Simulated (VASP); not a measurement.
# Ti25O48 (a cell with a defect) in VASP: single point with PBEsol

Aim: the single point of Ti25O48 (a cell with a defect) with PBEsol.

All numbers are computed with VASP 6.6.1; they aren't measurements. Logs are shortened: lines on timing, memory, paths and dates and some standing lists are left out, and cuts for length are marked.

## (1) The cell of the first run

The cell holds a defect, 73 atoms: a = 9.183 Å, b = 9.183 Å, c = 8.817 Å, α = 90.00°, β = 90.00°, γ = 90.00°.

## (2) Single point, PBEsol

Input file INCAR:

```
  PREC = Accurate
  ENCUT = 520
  EDIFF = 1E-6
  ISMEAR = -1
  SIGMA = 0.05
  LREAL = Auto
  LASPH = T
  NELM = 120
  ALGO = Normal
  ISIF = 2
  LWAVE = F
  LCHARG = F
  GGA = PS
  ISYM = 0
  NBANDS = 336
  GGA_COMPAT = F
```

Input file KPOINTS:

```
Automatic mesh
0
Gamma
  1 1 1
  0.25 0.25 0.25
```

Input file POSCAR:

```
Ti25O48
1.0
    9.1828280000      0.0000000000      0.0000000000
    0.0000000000      9.1828280000      0.0000000000
    0.0000000000      0.0000000000      8.8166120000
Ti O
25 48
Direct
    0.9889580000      0.9984940000      0.0003120000
    0.0010470000      0.0016300000      0.3308060000
    0.0008310000      0.0019600000      0.6692560000
    0.9957280000      0.5046980000      0.0004580000
    0.0180100000      0.4963970000      0.3276430000
    0.0176330000      0.4957350000      0.6717120000
    0.5072020000      0.9982850000      0.0002640000
    0.4952840000      0.9950400000      0.3313420000
    0.4951560000      0.9951790000      0.6698110000
    0.5004660000      0.4921560000      0.0001250000
    0.4785460000      0.5010840000      0.3288120000
    0.4781120000      0.5005380000      0.6729080000
    0.2493290000      0.2414330000      0.1652360000
    0.2505240000      0.2428780000      0.5018810000
    0.2489960000      0.2424740000      0.8384730000
    0.2472300000      0.7543870000      0.1621600000
    0.2456350000      0.7540160000      0.4987330000
    0.2467580000      0.7554300000      0.8353830000
    0.7496840000      0.2568290000      0.1674090000
    0.7326310000      0.2193920000      0.5005670000
    0.7488340000      0.2550130000      0.8351290000
    0.7471970000      0.7418340000      0.1654520000
    0.7635020000      0.7775330000      0.4999570000
    0.7465850000      0.7400010000      0.8331160000
    0.7481210000      0.4984060000      0.5002780000
    0.1516040000      0.1473550000      0.0000510000
    0.1528550000      0.1471740000      0.3341920000
    0.1525780000      0.1473680000      0.6666580000
    0.1515490000      0.6515910000      0.9998420000
    0.1583310000      0.6473130000      0.3327900000
    0.1592700000      0.6461550000      0.6683480000
    0.6540320000      0.1516310000      0.0005350000
    0.6530890000      0.1421770000      0.3222510000
    0.6528660000      0.1423940000      0.6775630000
    0.6521310000      0.6445440000      0.0008340000
    0.6626740000      0.6354550000      0.3451750000
    0.6625540000      0.6347180000      0.6545960000
    0.3446550000      0.3452570000      0.0007450000
    0.3369470000      0.3506940000      0.3321630000
    0.3379010000      0.3495340000      0.6677500000
    0.3445590000      0.8495040000      0.0004660000
    0.3436020000      0.8495120000      0.3339030000
    0.3433210000      0.8496950000      0.6663640000
    0.8440510000      0.3523180000      0.9996430000
    0.8336690000      0.3620460000      0.3459510000
    0.8335440000      0.3614070000      0.6553850000
    0.8421290000      0.8452280000      0.0000210000
    0.8432290000      0.8545020000      0.3229790000
    0.8430870000      0.8546750000      0.6782580000
    0.0954370000      0.3967690000      0.1627860000
    0.0918100000      0.3936730000      0.4999210000
    0.0960100000      0.3973930000      0.8374210000
    0.0931530000      0.9008680000      0.1659280000
    0.0920030000      0.8973390000      0.5001490000
    0.0927820000      0.9003290000      0.8344650000
    0.5915020000      0.3992100000      0.1704870000
    0.5754670000      0.3818450000      0.4999760000
    0.5909080000      0.3986020000      0.8302050000
    0.5921030000      0.8918590000      0.1671680000
    0.5975560000      0.9025310000      0.5002920000
    0.5923180000      0.8916090000      0.8334440000
    0.4033890000      0.0965110000      0.1660120000
    0.4041490000      0.0995070000      0.5002960000
    0.4030480000      0.0960400000      0.8345980000
    0.4001570000      0.5994610000      0.1631010000
    0.4044470000      0.6032420000      0.5006260000
    0.4007570000      0.6000900000      0.8377620000
    0.9038790000      0.1052670000      0.1670200000
    0.8986190000      0.0943540000      0.5002190000
    0.9040650000      0.1049780000      0.8333030000
    0.9052680000      0.5982810000      0.1703100000
    0.9207300000      0.6150580000      0.5005030000
    0.9047080000      0.5976650000      0.8300320000
```

Potentials or basis: VASP PAW PBE potentials, release 64 (Ti_sv, O).

Launch:

```console
cat potpaw_PBE.64/Ti_sv/POTCAR potpaw_PBE.64/O/POTCAR > POTCAR
mpirun -np 1 vasp_std > vasp.out
```

OUTCAR:

```text
PREC = Accurate
   ENCUT = 520
   EDIFF = 1E-6
   ISMEAR = -1
   LREAL = Auto
   LASPH = T
   NELM = 120
   ISIF = 2
   GGA = PS
   ISYM = 0

 ion  position               nearest neighbor table
   1  0.989  0.998  0.000-  70 1.93  68 1.93  47 1.95  53 1.96  55 1.96  26 2.02   2 2.92
   2  0.001  0.002  0.331-  53 1.92  27 1.93  68 1.95  69 1.96  54 1.96  48 1.98   1 2.92
   3  0.001  0.002  0.669-  55 1.92  28 1.93  70 1.94  69 1.95  54 1.96  49 1.98
   4  0.996  0.505  0.000-  71 1.92  73 1.92  29 1.97  50 1.97  52 1.97  44 1.97   5 2.89   6 2.91

   5  0.018  0.496  0.328-  50 1.86  30 1.89  51 1.91  71 1.97  72 2.08  45 2.10   4 2.89  25 2.91
[... 12 lines left out ...]
  13  0.249  0.241  0.165-  26 1.92  27 1.94  62 1.94  38 1.94  39 1.95  50 2.01  15 2.88
  14  0.251  0.243  0.502-  28 1.92  63 1.93  40 1.93  27 1.94  39 1.96  51 2.01
  15  0.249  0.242  0.838-  26 1.90  38 1.93  64 1.95  28 1.96  40 1.97  52 2.00  13 2.88
  16  0.247  0.754  0.162-  41 1.90  29 1.93  53 1.95  42 1.96  30 1.97  65 2.00  18 2.88
  17  0.246  0.754  0.499-  42 1.92  54 1.93  30 1.93  43 1.94  31 1.96  66 2.01
  18  0.247  0.755  0.835-  41 1.92  43 1.94  55 1.94  29 1.94  31 1.95  67 2.01  16 2.88
  19  0.750  0.257  0.167-  44 1.93  33 1.94  56 1.95  32 1.97  68 1.99  45 2.00
  20  0.733  0.219  0.501-  34 1.86  33 1.87  69 1.91  57 2.08  46 2.10  45 2.11  25 2.57
  21  0.749  0.255  0.835-  44 1.91  34 1.94  32 1.95  58 1.96  70 1.98  46 2.02
  22  0.747  0.742  0.165-  35 1.91  48 1.94  47 1.95  71 1.96  59 1.98  36 2.02
  23  0.764  0.778  0.500-  48 1.86  49 1.87  60 1.91  72 2.08  36 2.10  37 2.11  25 2.57
  24  0.747  0.740  0.833-  35 1.93  49 1.94  73 1.95  47 1.97  61 1.99  37 2.00
  25  0.748  0.498  0.500-  57 1.91  72 1.91  37 2.01  45 2.01  46 2.02  36 2.02  20 2.57  23 2.57
                             6 2.90  11 2.90   5 2.91  12 2.91
  26  0.152  0.147  0.000-  15 1.90  13 1.92   1 2.02
  27  0.153  0.147  0.334-   2 1.93  13 1.94  14 1.94
  28  0.153  0.147  0.667-  14 1.92   3 1.93  15 1.96
  29  0.152  0.652  1.000-  16 1.93  18 1.94   4 1.97
  30  0.158  0.647  0.333-   5 1.89  17 1.93  16 1.97
  31  0.159  0.646  0.668-   6 1.90  18 1.95  17 1.96
  32  0.654  0.152  0.001-  21 1.95   7 1.95  19 1.97
  33  0.653  0.142  0.322-  20 1.87  19 1.94   8 1.98
  34  0.653  0.142  0.678-  20 1.86  21 1.94   9 1.98
  35  0.652  0.645  0.001-  22 1.91  24 1.93  10 1.97
  36  0.663  0.635  0.345-  22 2.02  25 2.02  11 2.10  23 2.10
  37  0.663  0.635  0.655-  24 2.00  25 2.01  12 2.10  23 2.11
  38  0.345  0.345  0.001-  15 1.93  13 1.94  10 1.97
  39  0.337  0.351  0.332-  11 1.90  13 1.95  14 1.96
  40  0.338  0.350  0.668-  12 1.89  14 1.93  15 1.97
  41  0.345  0.850  0.000-  16 1.90  18 1.92   7 2.02
  42  0.344  0.850  0.334-  17 1.92   8 1.93  16 1.96
[... 17 lines left out ...]
  60  0.598  0.903  0.500-  23 1.91   8 1.96   9 1.96
  61  0.592  0.892  0.833-   7 1.93   9 1.94  24 1.99
  62  0.403  0.097  0.166-   8 1.92  13 1.94   7 1.96
  63  0.404  0.100  0.500-  14 1.93   8 1.96   9 1.96
  64  0.403  0.096  0.835-   9 1.92  15 1.95   7 1.96
  65  0.400  0.599  0.163-  11 1.86  10 1.97  16 2.00
  66  0.404  0.603  0.501-  11 1.91  12 1.91  17 2.01
  67  0.401  0.600  0.838-  12 1.86  10 1.97  18 2.01
  68  0.904  0.105  0.167-   1 1.93   2 1.95  19 1.99
  69  0.899  0.094  0.500-  20 1.91   3 1.95   2 1.96
  70  0.904  0.105  0.833-   1 1.93   3 1.94  21 1.98
  71  0.905  0.598  0.170-   4 1.92  22 1.96   5 1.97
  72  0.921  0.615  0.501-  25 1.91   6 2.07   5 2.08  23 2.08
  73  0.905  0.598  0.830-   4 1.92  24 1.95   6 1.97

IMPORTANT INFORMATION: All symmetrisations will be switched off!
NOSYMM: (Re-)initialisation of all symmetry stuff for point group C_1.

----------------------------------------------------------------------------------------

                                     Primitive cell

  volume of cell :     743.4549

  direct lattice vectors                    reciprocal lattice vectors
     9.182828000  0.000000000  0.000000000     0.108898914  0.000000000  0.000000000
     0.000000000  9.182828000  0.000000000     0.000000000  0.108898914  0.000000000
     0.000000000  0.000000000  8.816612000     0.000000000  0.000000000  0.113422253

  length of vectors
     9.182828000  9.182828000  8.816612000     0.108898914  0.108898914  0.113422253

  position of ions in fractional coordinates (direct lattice)
     0.988958000  0.998494000  0.000312000
     0.001047000  0.001630000  0.330806000
     0.000831000  0.001960000  0.669256000
[... 174 lines left out ...]
            Coordinates               Weight
  0.250000  0.250000  0.250000      2.000000
 -0.250000  0.250000  0.250000      2.000000
 -0.250000 -0.250000  0.250000      2.000000
  0.250000 -0.250000  0.250000      2.000000
   k-points           NKPTS =      4   k-points in BZ     NKDIM =      4   number of bands    NBANDS=    336
   number of dos      NEDOS =    301   number of ions     NIONS =     73
   total plane-waves  NPLWV = 343000
   dimension x,y,z NGX =    70 NGY =   70 NGZ =   70
   dimension x,y,z NGXF=   140 NGYF=  140 NGZF=  140
   ions per type =              25  48
   NGX,Y,Z   is equivalent  to a cutoff of  12.67, 12.67, 13.20 a.u.
   NGXF,Y,Z  is equivalent  to a cutoff of  25.35, 25.35, 26.40 a.u.
 SYSTEM =  unknown system
   PREC   = accura    normal or accurate (medium, high low for compatibility)
   ISTART =      0    job   : 0-new  1-cont  2-samecut
   ICHARG =      2    charge: 1-file 2-atom 10-const
   ISPIN  =      1    spin polarized calculation?
   LNONCOLLINEAR =      F non collinear calculations
   LSORBIT =      F    spin-orbit coupling
   LASPH  =      T    aspherical Exc in radial PAW
   ENCUT  =  520.0 eV  38.22 Ry    6.18 a.u.  17.07 17.07 16.39*2*pi/ulx,y,z
   NELM   =    120;   NELMIN=  2; NELMDL= -5     # of ELM steps
   EDIFF  = 0.1E-05   stopping-criterion for ELM
   LREAL  =      T    real-space projection
   EDIFFG = 0.1E-04   stopping-criterion for IOM
   NSW    =      0    number of steps for IOM
   IBRION =     -1    ionic relax: 0-MD 1-quasi-New 2-CG
   NFREE  =      0    steps in history (QN), initial steepest desc. (CG)
   ISIF   =      2    stress and relaxation
   ISYM   =      0    0-nonsym 1-usesym 2-fastsym
   POTIM  = 0.5000    time-step for ionic-motion
   TEBEG  =    0.0;   TEEND  =   0.0 temperature during run
   PSTRESS=    0.0 pullay stress
   NELECT =     588.0000    total number of electrons
   NUPDOWN=      -1.0000    fix difference up-down
   EMIN   =  10.00;   EMAX   =-10.00  energy-range for DOS
   EFERMI =   0.00;   METHOD = LEGACY
   ISMEAR =    -1;   SIGMA  =   0.05  broadening in eV -4-tet -1-fermi 0-gaus
   EFERMI_NEDOS =   21; number of points for ismear=-14 and -15
   IALGO  =     38    algorithm
   IMIX   =      4    mixing-type and parameters
     AMIX     =   0.40;   BMIX     =  1.00
     AMIX_MAG =   1.60;   BMIX_MAG =  1.00
  volume/ion in A,a.u.               =      10.18        68.73
  Fermi-wavevector in a.u.,A,eV,Ry     =   1.513965  2.860978 31.185763  2.292089
  Thomas-Fermi vector in A             =   2.623685
   LORBIT       =      0    0 simple, 1 ext, 2 COOP (PROOUT), +10 PAW based schemes
   GGA     = PS    functional components
   LHFCALC =     F    Hartree Fock is set to
   AEXX    =    0.0000 exact exchange contribution
   IVDW    =     0    specifies the selected vdW correction
   LEPSILON=     F    determine dielectric tensor
   LRPA    =     F    only Hartree local field effects (RPA)
 non-spin polarized calculation
  energy-cutoff  :      520.00
  volume of cell :      743.45
 maximum number of plane-waves:     20027
 NGX is ok and might be reduce to    70
   NGX = 35   NGY = 35   NGZ = 33

 number of electron     588.0000015 magnetization

 Free energy of the ion-electron system (eV)
  ---------------------------------------------------
  ext. energy  EPLUGINS =         0.00000000
  ---------------------------------------------------
  free energy    TOTEN  =      -683.29305071 eV

  energy without entropy =     -683.08466891  energy(sigma->0) =     -683.18885981

 E-fermi :   7.2110     XC(G=0): -11.8573

 val. band max:        7.2049683324   @ k =  -0.2500  -0.2500   0.2500
 cond. band min:       7.2791548406   @ k =  -0.2500  -0.2500   0.2500
 fundamental gap:      0.0741865081
 Fermi energy:         7.2110146483

 k-point     1 :       0.2500    0.2500    0.2500
  band No.  band energies     occupation
      1     -51.3097      2.00000
      2     -51.3067      2.00000
      3     -51.3047      2.00000
      4     -51.3013      2.00000
      5     -51.2961      2.00000
      6     -51.2943      2.00000
[... 1225 lines left out ...]
    305       7.6372      0.00040
    306       7.6662      0.00022
 [bands above 306 left out]

------------------------ aborting loop because EDIFF is reached ----------------------------------------

  FORCE on cell =-STRESS in cart. coord.  units (eV):
  Direction    XX          YY          ZZ          XY          YZ          ZX
  --------------------------------------------------------------------------------------
  -------------------------------------------------------------------------------------
  Total       26.3991319     13.5393517     18.6401394      4.4777043      0.0809858     -0.1603007
  in kB       56.8912663     29.1778860     40.1703031      9.6496457      0.1745278     -0.3454550
  external PRESSURE =      42.0798185 kB  Pullay stress =       0.0000000 kB

 VOLUME and BASIS-vectors are now :
 -----------------------------------------------------------------------------
  energy-cutoff  :      520.00
  volume of cell :      743.45
      direct lattice vectors                 reciprocal lattice vectors
     9.182828000  0.000000000  0.000000000     0.108898914  0.000000000  0.000000000
     0.000000000  9.182828000  0.000000000     0.000000000  0.108898914  0.000000000
     0.000000000  0.000000000  8.816612000     0.000000000  0.000000000  0.113422253

 POSITION                                       TOTAL-FORCE (eV/Angst)
 -----------------------------------------------------------------------------------
      9.08143      9.16900      0.00275        -0.027095      0.030482     -0.003630
      0.00961      0.01497      2.91659        -0.021993      0.043435     -0.020834
      0.00763      0.01800      5.90057        -0.039768     -0.003321      0.027885
      9.14360      4.63455      0.00404         0.038931     -0.016743     -0.087376
      0.16538      4.55833      2.88870        -0.040894      0.006129      0.098843
      0.16192      4.55225      5.92222        -0.024190      0.031468      0.019371
[... 65 lines left out ...]
      8.45491      5.64797      4.41274         0.026329      0.019147     -0.005965
      8.30778      5.48825      7.31807        -0.039690      0.039396     -0.019404
 -----------------------------------------------------------------------------------
    total drift:                               -0.040516     -0.044514     -0.010626

  FREE ENERGIE OF THE ION-ELECTRON SYSTEM (eV)
  ---------------------------------------------------
  free  energy   TOTEN  =      -683.2930507125 eV

  energy  without entropy=     -683.0846689123  energy(sigma->0) =     -683.18885981
```

It took 72 min on 1 thread of Intel Xeon 8259CL, shared host; peak memory 1.1 GiB.

What came out:

| Item | Value |
| --- | --- |
| Free energy | -683.2931 eV |
| Pressure | 4.2 GPa |
| Largest force | 0.140 eV/Å |
| Band gap on the k mesh | 0.07 eV |

Forces in eV/Å, atoms in the order of the input:
```
Ti  -0.027  0.030 -0.004
Ti  -0.022  0.043 -0.021
Ti  -0.040 -0.003  0.028
Ti   0.039 -0.017 -0.087
Ti  -0.041  0.006  0.099
Ti  -0.024  0.031  0.019
Ti   0.023 -0.020  0.008
Ti   0.038 -0.014 -0.025
Ti   0.017 -0.042  0.021
Ti  -0.036  0.023  0.082
Ti   0.027 -0.035 -0.019
Ti   0.051 -0.010 -0.101
Ti   0.003  0.044 -0.048
Ti  -0.036  0.046 -0.116
Ti  -0.036  0.013  0.001
Ti   0.026 -0.019 -0.001
Ti   0.031 -0.044  0.094
Ti   0.000 -0.064  0.048
Ti   0.006 -0.060 -0.110
Ti   0.009  0.063 -0.026
Ti   0.073 -0.022  0.026
Ti  -0.076  0.009 -0.024
Ti  -0.005 -0.066  0.025
Ti  -0.015  0.061  0.108
Ti   0.006  0.000  0.005
O   -0.034 -0.073  0.031
O   -0.024 -0.052  0.046
O    0.000 -0.041 -0.009
O   -0.089 -0.018  0.021
O   -0.018 -0.038 -0.070
O   -0.032  0.037 -0.021
O   -0.058 -0.020  0.003
O   -0.054 -0.002  0.094
O   -0.102 -0.063 -0.015
O   -0.060 -0.114 -0.046
O   -0.010 -0.044  0.023
O   -0.022  0.009  0.067
O    0.091  0.024 -0.022
O    0.034 -0.035  0.026
O    0.021  0.035  0.070
O    0.038  0.074 -0.030
O    0.003  0.040  0.006
O    0.025  0.053 -0.043
O    0.060  0.116  0.051
O    0.018 -0.004 -0.065
O    0.006  0.044 -0.031
O    0.064  0.029 -0.005
O    0.109  0.069  0.010
O    0.059  0.008 -0.094
O    0.010 -0.054 -0.038
O    0.069 -0.050 -0.001
O    0.026 -0.088  0.046
O    0.039 -0.064 -0.009
O    0.007 -0.013  0.012
O    0.055 -0.022  0.003
O    0.036 -0.034  0.022
O   -0.029 -0.018  0.006
O    0.031 -0.012 -0.033
O    0.040 -0.040  0.021
O   -0.027 -0.036  0.008
O   -0.003 -0.020 -0.028
O   -0.057  0.025 -0.002
O   -0.009  0.021 -0.005
O   -0.039  0.061  0.012
O   -0.020  0.089 -0.038
O   -0.072  0.046 -0.003
O   -0.009  0.058  0.030
O    0.000  0.014  0.033
O    0.028  0.039 -0.005
O   -0.044  0.038 -0.018
O   -0.033  0.015  0.035
O    0.026  0.019 -0.006
O   -0.040  0.039 -0.019
```

Caveat: the PAW data sets were made with another functional, which shifts forces and pressure a little.
